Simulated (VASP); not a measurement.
# Cs (Pm-3m) in VASP: further runs

Runs on Cs. Level: PBEsol. Tasks: single point, relaxation of cell and atoms.

Everything below comes from runs of VASP 6.6.1. Logs are shortened: lines on timing, memory, paths and dates and some standing lists are left out, and cuts for length are marked.

## 1. The cell of the first run

Symmetry: Pm-3m, No. 221, cubic system. Conventional cell: a = 4.806 Å, b = 4.806 Å, c = 4.806 Å, α = 90.00°, β = 90.00°, γ = 90.00°.

This isn't the form of Cs at room conditions, which is bcc.

## 2. Single point, PBEsol

INCAR reads:

```
SYSTEM = Cs
  PREC = Accurate
  ENCUT = 500
  EDIFF = 1E-6
  ISMEAR = 0
  SIGMA = 0.05
  LREAL = .FALSE.
  LASPH = .TRUE.
  NELM = 120
  ALGO = Normal
  ISIF = 2
  LWAVE = .FALSE.
  LCHARG = .FALSE.
  GGA = PS
  NBANDS = 10
  GGA_COMPAT = .FALSE.
```

KPOINTS reads:

```
Automatic mesh
0
G
  4 4 4
  0 0 0
```

POSCAR reads:

```
Cs
1.0
    4.8060642314      0.0000000000      0.0000000000
    0.0000000000      4.8060642314      0.0000000000
    0.0000000000      0.0000000000      4.8060642314
Cs
1
Direct
    0.0000000000      0.0000000000      0.0000000000
```

Potentials or basis: VASP PAW PBE potentials, release 64 (Cs_sv).

Run with:

```sh
> cat potpaw_PBE.64/Cs_sv/POTCAR > POTCAR
> mpirun -np 1 vasp_std > vasp.out
```

OUTCAR:

```text
SYSTEM = Cs
   PREC = Accurate
   ENCUT = 500
   EDIFF = 1E-6
   ISMEAR = 0
   LREAL = .FALSE.
   LASPH = .TRUE.
   NELM = 120
   ISIF = 2
   GGA = PS

 ion  position               nearest neighbor table
   1  0.000  0.000  0.000-

  LATTYP: Found a simple cubic cell.
 ALAT       =     4.8060642314

  Lattice vectors:

 A1 = (   4.8060642314,   0.0000000000,   0.0000000000)
 A2 = (   0.0000000000,   4.8060642314,   0.0000000000)
 A3 = (   0.0000000000,   0.0000000000,   4.8060642314)

Analysis of symmetry for initial positions (statically):
=====================================================================
 Subroutine PRICEL returns:
 Original cell was already a primitive cell.

 Routine SETGRP: Setting up the symmetry group for a
 simple cubic supercell.

 Subroutine GETGRP returns: Found 48 space group operations
 (whereof 48 operations were pure point group operations)
 out of a pool of 48 trial point group operations.

The static configuration has the point symmetry O_h .

Analysis of symmetry for dynamics (positions and initial velocities):
=====================================================================
 Subroutine PRICEL returns:
 Original cell was already a primitive cell.

 Routine SETGRP: Setting up the symmetry group for a
 simple cubic supercell.

 Subroutine GETGRP returns: Found 48 space group operations
 (whereof 48 operations were pure point group operations)
 out of a pool of 48 trial point group operations.

The dynamic configuration has the point symmetry O_h .

 Subroutine INISYM returns: Found 48 space group operations
 (whereof 48 operations are pure point group operations),
 and found     1 'primitive' translations

----------------------------------------------------------------------------------------

                                     Primitive cell

  volume of cell :     111.0117

  direct lattice vectors                    reciprocal lattice vectors
     4.806064231  0.000000000  0.000000000     0.208070461  0.000000000  0.000000000
     0.000000000  4.806064231  0.000000000     0.000000000  0.208070461  0.000000000
     0.000000000  0.000000000  4.806064231     0.000000000  0.000000000  0.208070461

  length of vectors
     4.806064231  4.806064231  4.806064231     0.208070461  0.208070461  0.208070461

  position of ions in fractional coordinates (direct lattice)
     0.000000000  0.000000000  0.000000000

  ion indices of the primitive-cell ions
   primitive index   ion index
                 1           1

----------------------------------------------------------------------------------------

 KPOINTS: Automatic mesh

Automatic generation of k-mesh.
 Grid dimensions read from file:
 generate k-points for:    4    4    4

 Generating k-lattice:

  Cartesian coordinates                     Fractional coordinates (reciprocal lattice)
     0.052017615  0.000000000  0.000000000     0.250000000  0.000000000  0.000000000
     0.000000000  0.052017615  0.000000000     0.000000000  0.250000000  0.000000000
     0.000000000  0.000000000  0.052017615     0.000000000  0.000000000  0.250000000

  Length of vectors
     0.052017615  0.052017615  0.052017615

  Shift w.r.t. Gamma in fractional coordinates (k-lattice)
     0.000000000  0.000000000  0.000000000

 Subroutine IBZKPT returns following result:
 ===========================================

 Found     10 irreducible k-points:

 Following reciprocal coordinates:
            Coordinates               Weight
  0.000000  0.000000  0.000000      1.000000
  0.250000  0.000000  0.000000      6.000000
  0.500000  0.000000  0.000000      3.000000
  0.250000  0.250000  0.000000     12.000000
  0.500000  0.250000  0.000000     12.000000
  0.500000  0.500000  0.000000      3.000000
  0.250000  0.250000  0.250000      8.000000
  0.500000  0.250000  0.250000     12.000000
  0.500000  0.500000  0.250000      6.000000
  0.500000  0.500000  0.500000      1.000000
   k-points           NKPTS =     10   k-points in BZ     NKDIM =     10   number of bands    NBANDS=     10
   number of dos      NEDOS =    301   number of ions     NIONS =      1
   total plane-waves  NPLWV =  46656
   dimension x,y,z NGX =    36 NGY =   36 NGZ =   36
   dimension x,y,z NGXF=    72 NGYF=   72 NGZF=   72
   ions per type =               1
   NGX,Y,Z   is equivalent  to a cutoff of  12.45, 12.45, 12.45 a.u.
   NGXF,Y,Z  is equivalent  to a cutoff of  24.91, 24.91, 24.91 a.u.
 SYSTEM =  Cs
   PREC   = accura    normal or accurate (medium, high low for compatibility)
   ISTART =      0    job   : 0-new  1-cont  2-samecut
   ICHARG =      2    charge: 1-file 2-atom 10-const
   ISPIN  =      1    spin polarized calculation?
   LNONCOLLINEAR =      F non collinear calculations
   LSORBIT =      F    spin-orbit coupling
   LASPH  =      T    aspherical Exc in radial PAW
   ENCUT  =  500.0 eV  36.75 Ry    6.06 a.u.   8.76  8.76  8.76*2*pi/ulx,y,z
   NELM   =    120;   NELMIN=  2; NELMDL= -5     # of ELM steps
   EDIFF  = 0.1E-05   stopping-criterion for ELM
   LREAL  =      F    real-space projection
   EDIFFG = 0.1E-04   stopping-criterion for IOM
   NSW    =      0    number of steps for IOM
   IBRION =     -1    ionic relax: 0-MD 1-quasi-New 2-CG
   NFREE  =      0    steps in history (QN), initial steepest desc. (CG)
   ISIF   =      2    stress and relaxation
   ISYM   =      2    0-nonsym 1-usesym 2-fastsym
   POTIM  = 0.5000    time-step for ionic-motion
   TEBEG  =    0.0;   TEEND  =   0.0 temperature during run
   PSTRESS=    0.0 pullay stress
   NELECT =       9.0000    total number of electrons
   NUPDOWN=      -1.0000    fix difference up-down
   EMIN   =  10.00;   EMAX   =-10.00  energy-range for DOS
   EFERMI =   0.00;   METHOD = LEGACY
   ISMEAR =     0;   SIGMA  =   0.05  broadening in eV -4-tet -1-fermi 0-gaus
   EFERMI_NEDOS =   21; number of points for ismear=-14 and -15
   IALGO  =     38    algorithm
   IMIX   =      4    mixing-type and parameters
     AMIX     =   0.40;   BMIX     =  1.00
     AMIX_MAG =   1.60;   BMIX_MAG =  1.00
  volume/ion in A,a.u.               =     111.01       749.14
  Fermi-wavevector in a.u.,A,eV,Ry     =   0.708543  1.338952  6.830573  0.502033
  Thomas-Fermi vector in A             =   1.794886
   LORBIT       =      0    0 simple, 1 ext, 2 COOP (PROOUT), +10 PAW based schemes
   GGA     = PS    functional components
   LHFCALC =     F    Hartree Fock is set to
   AEXX    =    0.0000 exact exchange contribution
   IVDW    =     0    specifies the selected vdW correction
   LEPSILON=     F    determine dielectric tensor
   LRPA    =     F    only Hartree local field effects (RPA)
 non-spin polarized calculation
 Gauss-broadening in eV      SIGMA  =   0.05
  energy-cutoff  :      500.00
  volume of cell :      111.01
 maximum number of plane-waves:      2872
 NGX is ok and might be reduce to    36
   NGX = 17   NGY = 17   NGZ = 17

 number of electron       9.0000001 magnetization

 Free energy of the ion-electron system (eV)
  ---------------------------------------------------
  ext. energy  EPLUGINS =         0.00000000
  ---------------------------------------------------
  free energy    TOTEN  =        -0.85557471 eV

  energy without entropy =       -0.85436655  energy(sigma->0) =       -0.85497063

 E-fermi :   0.7274     XC(G=0):  -5.5616

 val. band max:        0.7121727772   @ k =   0.5000   0.5000   0.0000
 cond. band min:       0.8655904224   @ k =   0.5000   0.2500   0.0000
 fundamental gap:      0.1534176452
 Fermi energy:         0.7273822104

 k-point     1 :       0.0000    0.0000    0.0000
  band No.  band energies     occupation
      1     -23.5144      2.00000
      2     -10.1936      2.00000
      3     -10.1936      2.00000
      4     -10.1936      2.00000
      5      -1.2301      2.00000
      6       1.7944      0.00000
      7       1.7944      0.00000
      8       5.0600      0.00000
      9       5.0600      0.00000
     10       5.0600      0.00000

 k-point     2 :       0.2500    0.0000    0.0000
  band No.  band energies     occupation
      1     -23.5088      2.00000
      2     -10.3172      2.00000
      3     -10.1828      2.00000
      4     -10.1828      2.00000
      5      -0.6998      2.00000
      6       1.8264      0.00000
      7       1.9985      0.00000
      8       3.9918      0.00000
      9       3.9918      0.00000
     10       4.8114      0.00000

 k-point     3 :       0.5000    0.0000    0.0000
  band No.  band energies     occupation
      1     -23.5031      2.00000
      2     -10.4347      2.00000
      3     -10.1721      2.00000
      4     -10.1721      2.00000
      5       0.2824      2.00000
      6       0.9716      0.00000
      7       2.2551      0.00000
      8       3.4667      0.00000
      9       3.4667      0.00000
     10       5.2439      0.00000

 k-point     4 :       0.2500    0.2500    0.0000
  band No.  band energies     occupation
      1     -23.5032      2.00000
      2     -10.3072      2.00000
      3     -10.2997      2.00000
      4     -10.1724      2.00000
      5      -0.2019      2.00000
      6       1.8621      0.00000
      7       2.2577      0.00000
      8       3.0720      0.00000
      9       4.0198      0.00000
     10       4.3590      0.00000

 k-point     5 :       0.5000    0.2500    0.0000
  band No.  band energies     occupation
      1     -23.4976      2.00000
      2     -10.4183      2.00000
      3     -10.2895      2.00000
      4     -10.1619      2.00000
      5       0.8656      0.00009
      6       0.8881      0.00001
      7       2.6112      0.00000
      8       2.9176      0.00000
      9       3.6446      0.00000
     10       4.3817      0.00000

 k-point     6 :       0.5000    0.5000    0.0000
  band No.  band energies     occupation
      1     -23.4920      2.00000
      2     -10.4017      2.00000
      3     -10.4017      2.00000
      4     -10.1516      2.00000
      5       0.7122      1.33294
      6       1.7268      0.00000
      7       2.7063      0.00000
      8       2.7063      0.00000
      9       3.8598      0.00000
     10       3.8598      0.00000

 k-point     7 :       0.2500    0.2500    0.2500
  band No.  band energies     occupation
      1     -23.4976      2.00000
      2     -10.2970      2.00000
      3     -10.2867      2.00000
      4     -10.2867      2.00000
      5       0.2390      2.00000
      6       2.2742      0.00000
      7       2.2742      0.00000
      8       2.9031      0.00000
      9       3.4242      0.00000
     10       3.4242      0.00000

 k-point     8 :       0.5000    0.2500    0.2500
  band No.  band energies     occupation
      1     -23.4921      2.00000
      2     -10.4026      2.00000
      3     -10.2799      2.00000
      4     -10.2736      2.00000
      5       0.9877      0.00000
      6       1.4569      0.00000
      7       2.1960      0.00000
      8       3.0793      0.00000
      9       3.4102      0.00000
     10       4.1582      0.00000

 k-point     9 :       0.5000    0.5000    0.2500
  band No.  band energies     occupation
      1     -23.4866      2.00000
      2     -10.3867      2.00000
      3     -10.3867      2.00000
      4     -10.2639      2.00000
      5       1.0211      0.00000
      6       1.9645      0.00000
      7       1.9645      0.00000
      8       2.7453      0.00000
      9       4.4497      0.00000
     10       4.4501      0.00000

 k-point    10 :       0.5000    0.5000    0.5000
  band No.  band energies     occupation
      1     -23.4811      2.00000
      2     -10.3715      2.00000
      3     -10.3715      2.00000
      4     -10.3715      2.00000
      5       1.5094      0.00000
      6       1.5094      0.00000
      7       1.5094      0.00000
      8       3.5547      0.00000
      9       4.7782      0.00000
     10       4.7782      0.00000

------------------------ aborting loop because EDIFF is reached ----------------------------------------

  FORCE on cell =-STRESS in cart. coord.  units (eV):
  Direction    XX          YY          ZZ          XY          YZ          ZX
  --------------------------------------------------------------------------------------
  -------------------------------------------------------------------------------------
  Total       -0.0084611     -0.0084611     -0.0084611      0.0000000     -0.0000000      0.0000000
  in kB       -0.1221147     -0.1221147     -0.1221147      0.0000000     -0.0000000      0.0000000
  external PRESSURE =      -0.1221147 kB  Pullay stress =       0.0000000 kB

 VOLUME and BASIS-vectors are now :
 -----------------------------------------------------------------------------
  energy-cutoff  :      500.00
  volume of cell :      111.01
      direct lattice vectors                 reciprocal lattice vectors
     4.806064231  0.000000000  0.000000000     0.208070461  0.000000000  0.000000000
     0.000000000  4.806064231  0.000000000     0.000000000  0.208070461  0.000000000
     0.000000000  0.000000000  4.806064231     0.000000000  0.000000000  0.208070461

 POSITION                                       TOTAL-FORCE (eV/Angst)
 -----------------------------------------------------------------------------------
      0.00000      0.00000      0.00000         0.000000      0.000000      0.000000
 -----------------------------------------------------------------------------------
    total drift:                                0.000000      0.000000     -0.000000

  FREE ENERGIE OF THE ION-ELECTRON SYSTEM (eV)
  ---------------------------------------------------
  free  energy   TOTEN  =        -0.8555747145 eV

  energy  without entropy=       -0.8543665463  energy(sigma->0) =       -0.85497063
```

Run time: 15 s. Hardware: 1 thread of Intel Xeon 8259CL, shared host; peak memory 0.19 GiB.

What came out:

* Free energy: -0.8556 eV
* Pressure: 0.0 GPa
* Band gap on the k mesh: zero (an odd number of electrons rules out a gap without spin polarisation)

Caveat: the PAW data sets were made with another functional, which shifts forces and pressure a little; spin-orbit coupling is left out, which moves the levels of the heavy elements.

## 3. Single point, PBEsol

INCAR reads:

```
PREC = Accurate
ENCUT = 500
EDIFF = 1E-6
ISMEAR = 0
SIGMA = 0.05
LREAL = F
LASPH = T
NELM = 120
ALGO = Normal
ISIF = 2
LWAVE = F
LCHARG = F
GGA = PS
NBANDS = 10
GGA_COMPAT = F
```

KPOINTS reads:

```
Automatic mesh
0
Gamma
  4 4 4
```

POSCAR is that of step 2.

Potentials or basis: VASP PAW PBE potentials, release 64 (Cs_sv).

Run with:

```sh
> cat potpaw_PBE.64/Cs_sv/POTCAR > POTCAR
> mpirun -np 1 vasp_std > vasp.out
```

Run time: 13 s. Hardware: 1 thread of Intel Xeon 8259CL, shared host; peak memory 0.19 GiB.

Results (log left out):

```
Free energy            : -0.8556 eV
Pressure               : 0.0 GPa
Band gap on the k mesh : zero (an odd number of electrons rules out a gap without spin polarisation)
```

Levels at points of the mesh, in eV from the Fermi level:
```csv
k point,band 3,band 4,band 5,band 6,band 7,band 8
"(0.00, 0.00, 0.00)",-10.92,-10.92,-1.96,1.07,1.07,4.33
"(0.50, 0.00, 0.00)",-10.90,-10.90,-0.44,0.24,1.53,2.74
"(0.50, 0.50, 0.00)",-11.13,-10.88,-0.02,1.00,1.98,1.98
"(0.50, 0.50, 0.50)",-11.10,-11.10,0.78,0.78,0.78,2.83
```

Caveat: the PAW data sets were made with another functional, which shifts forces and pressure a little; spin-orbit coupling is left out, which moves the levels of the heavy elements.

## 4. Relaxation of cell and atoms, PBEsol

INCAR reads:

```
SYSTEM = Cs
ALGO = Normal ; EDIFF = 1E-7
EDIFFG = -0.03 ; ENCUT = 500
GGA = PS ; GGA_COMPAT = .False.
IBRION = 2 ; ISIF = 3
ISMEAR = 0 ; LASPH = .True.
LCHARG = .False. ; LREAL = .False.
LWAVE = .False. ; NELM = 120
NELMIN = 4 ; NSW = 80
PREC = Accurate ; SIGMA = 0.05
```

KPOINTS reads:

```
k-points
0
Gamma
  4 4 4
  0 0 0
```

POSCAR is that of step 3.

Run with:

```sh
> cat potpaw_PBE.64/Cs_sv/POTCAR > POTCAR
> mpirun -np 1 vasp_std > vasp.out
```

Run time: 12 s. Hardware: 1 thread of Intel Xeon 8259CL, shared host; peak memory 0.2 GiB.

Results (log left out):

```
Free energy             : -0.8556 eV
Pressure after relaxing : 0.0 GPa
Band gap on the k mesh  : zero (an odd number of electrons rules out a gap without spin polarisation)
```

Final structure:
```
CELL_PARAMETERS angstrom
4.80606 0.00000 0.00000
0.00000 4.80606 0.00000
0.00000 0.00000 4.80606
ATOMIC_POSITIONS crystal
Cs 0.00000 0.00000 0.00000
```

Levels at points of the mesh, in eV from the Fermi level:
| k point | band 2 | band 3 | band 4 | band 5 | band 6 | band 7 | band 8 |
| --- | --- | --- | --- | --- | --- | --- | --- |
| (0.00, 0.00, 0.00) | -10.92 | -10.92 | -10.92 | -1.96 | 1.07 | 1.07 | 4.33 |
| (0.50, 0.00, 0.00) | -11.16 | -10.90 | -10.90 | -0.44 | 0.24 | 1.53 | 2.74 |
| (0.50, 0.50, 0.00) | -11.13 | -11.13 | -10.88 | -0.02 | 1.00 | 1.98 | 1.98 |
| (0.50, 0.50, 0.50) | -11.10 | -11.10 | -11.10 | 0.78 | 0.78 | 0.78 | 2.83 |

Caveat: the relaxation stopped at its first step, so nothing moved; the PAW data sets were made with another functional, which shifts forces and pressure a little; spin-orbit coupling is left out, which moves the levels of the heavy elements.

## 5. Relaxation of cell and atoms, PBEsol

This run uses another cell than the first one, of 122.76 Å³/atom.

INCAR reads:

```
  PREC = Accurate
  ENCUT = 500
  EDIFF = 1E-7
  ISMEAR = 0
  SIGMA = 0.05
  LREAL = False
  LASPH = True
  NELM = 120
  ALGO = Normal
  ISIF = 3
  LWAVE = False
  LCHARG = False
  GGA = PS
  IBRION = 2
  NSW = 80
  EDIFFG = -0.03
  GGA_COMPAT = False
  NELMIN = 4
```

KPOINTS reads:

```
Automatic mesh
0
Gamma
  4 4 4
```

POSCAR reads:

```
Cs
1.0
    4.9700000000      0.0000000000      0.0000000000
    0.0000000000      4.9700000000      0.0000000000
    0.0000000000      0.0000000000      4.9700000000
Cs
1
Direct
    0.0000000000      0.0000000000      0.0000000000
```

Run with:

```sh
> cat potpaw_PBE.64/Cs_sv/POTCAR > POTCAR
> mpirun -np 1 vasp_std > vasp.out
```

Run time: 72 s. Hardware: 1 thread of Intel Xeon 8259CL, shared host; peak memory 0.2 GiB.

Results (log left out):

| Property | Result |
| --- | --- |
| Free energy | -0.8561 eV |
| Relaxed volume | 110.45 Å³/atom |
| Relaxed cell | a = 4.798 Å, b = 4.798 Å, c = 4.798 Å, α = 90.00°, β = 90.00°, γ = 90.00° |
| Space group after relaxing (to 0.1 Å) | Pm-3m (No. 221) |
| Energy gained by relaxing | 5.3 meV/atom |
| Ionic steps | 6 |
| Pressure after relaxing | 0.0 GPa |
| Band gap on the k mesh | zero (an odd number of electrons rules out a gap without spin polarisation) |

Step by step:
| step | energy change (eV) | largest force (eV/Å) | pressure (GPa) | volume (Å³) |
| --- | --- | --- | --- | --- |
| 1 | 0.0000 | 0.0000 | -0.07 | 122.76 |
| 2 | -0.0004 | 0.0000 | -0.07 | 121.79 |
| 3 | -0.0019 | 0.0000 | -0.09 | 118.89 |
| 4 | -0.0048 | 0.0000 | -0.05 | 113.22 |
| 5 | -0.0015 | 0.0000 | 0.17 | 102.44 |
| 6 | -0.0053 | 0.0000 | 0.00 | 110.45 |

Final structure:
```xyz
1
Lattice="4.7980 0.0000 0.0000 0.0000 4.7980 0.0000 0.0000 0.0000 4.7980" Properties=species:S:1:pos:R:3 pbc="T T T"
Cs    0.0000    0.0000    0.0000
```

Levels at points of the mesh, in eV from the Fermi level:
```
           k point  band 3  band 4  band 5  band 6  band 7  band 8
(0.00, 0.00, 0.00)  -10.91  -10.91   -1.96    1.07    1.07    4.35
(0.50, 0.00, 0.00)  -10.89  -10.89   -0.44    0.25    1.53    2.75
(0.50, 0.50, 0.00)  -11.12  -10.87   -0.02    1.01    2.00    2.00
(0.50, 0.50, 0.50)  -11.09  -11.09    0.78    0.78    0.78    2.84
```

Caveat: the PAW data sets were made with another functional, which shifts forces and pressure a little; spin-orbit coupling is left out, which moves the levels of the heavy elements.

## 6. Summary

| task | cell | gap on the mesh (eV) | pressure (GPa) |
| --- | --- | --- | --- |
| single point | a = 4.806 Å, 1 atom | none | 0.0 |
| relaxation of cell and atoms | relaxed from a = 4.806 Å, 1 atom | none | 0.0 |
| relaxation of cell and atoms | relaxed from a = 4.970 Å, 1 atom | none | 0.0 |

Alike in all rows: level PBEsol; potentials or basis VASP PAW PBE potentials, release 64 (Cs_sv); no spin polarisation; k mesh 4 × 4 × 4; cutoff (eV) 500; smearing gaussian 0.05 eV.

Caveats: the PAW data sets were made with another functional, which shifts forces and pressure a little; spin-orbit coupling is left out, which moves the levels of the heavy elements; the relaxation stopped at its first step, so nothing moved (at least some runs).

Total energies depend on the potentials used, so only differences within one code and one set of settings carry meaning.
